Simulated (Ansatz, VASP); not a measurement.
Two plane-wave programs on GaAs

The input POSCAR:

```
GaAs
1.0
    0.0000000000      2.8976292420      2.8976292420
    2.8976292420      0.0000000000      2.8976292420
    2.8976292420      2.8976292420      0.0000000000
Ga As
1 1
Direct
    0.0000000000      0.0000000000      0.0000000000
    0.2500000000      0.2500000000      0.2500000000
```

File INCAR.step1:

```
SYSTEM = GaAs
  PREC = Accurate
  ENCUT = 600
  ISMEAR = -1
  SIGMA = 0.08
  LREAL = .False.
  LASPH = .True.
  NELM = 60
  GGA = PE
  ALGO = Normal
  EDIFF = 1E-4
  LWAVE = .True.
  LCHARG = .False.
```

File INCAR.step2:

```
SYSTEM = GaAs
  PREC = Accurate
  ENCUT = 600
  EDIFF = 1E-7
  ISMEAR = -1
  SIGMA = 0.08
  LREAL = .False.
  LASPH = .True.
  NELM = 60
  ALGO = Normal
  ISIF = 3
  LWAVE = .False.
  LCHARG = .False.
  METAGGA = R2SCAN
  LMIXTAU = .True.
  IBRION = 2
  NSW = 60
  EDIFFG = -0.005
  ISTART = 1
```

The input KPOINTS:

```
Automatic mesh
0
Gamma
  11 11 11
  0 0 0
```

Input for Ansatz:

```yaml
crystal:
  lattice:
    - [0.0, 2.897629242, 2.897629242]
    - [2.897629242, 0.0, 2.897629242]
    - [2.897629242, 2.897629242, 0.0]
  atoms:
    - { symbol: Ga, position: [0.0, 0.0, 0.0] }
    - { symbol: As, position: [0.25, 0.25, 0.25] }
kpoints:
  mp_grid: { grid: [11, 11, 11] }
scf:
  occupations: { method: fermi_dirac, width: 0.08 }
hamiltonian:
  xc: r2scan
  pseudopotentials: { kind: paw }
output:
  forces: true
  stress: true
relax:
  f_tol: 0.005
  max_steps: 40
  cell: {}
```

Alike in both runs: task relaxation of cell and atoms; functional r2SCAN; k mesh 11 × 11 × 11; occupations fermi-dirac, width 0.08 eV; no spin polarisation.

|  | VASP | Ansatz |
| --- | --- | --- |
| version | VASP 6.6.1 | Ansatz 0.2.0 |
| potentials or method | VASP PAW PBE potentials, release 64 (Ga_d, As) | PAW with Ansatz's default frozen-core files, scalar-relativistic |
| plane-wave cutoff (eV) | 600 | 500 |
| valence electrons in the cell | 18 | 28 |

```tsv
	VASP	Ansatz	Ansatz less VASP
relaxed volume (Å³/atom)	22.75	22.74	-0.009
relaxed length of the cell vector where the two differ most in proportion (Å)	4.007	4.007	-0.0005
```

VASP's potentials were made for PBE, not for r2SCAN. VASP's potentials hold 18 valence electrons a cell and Ansatz's 28, so a difference there can come from the potentials and not from the codes.
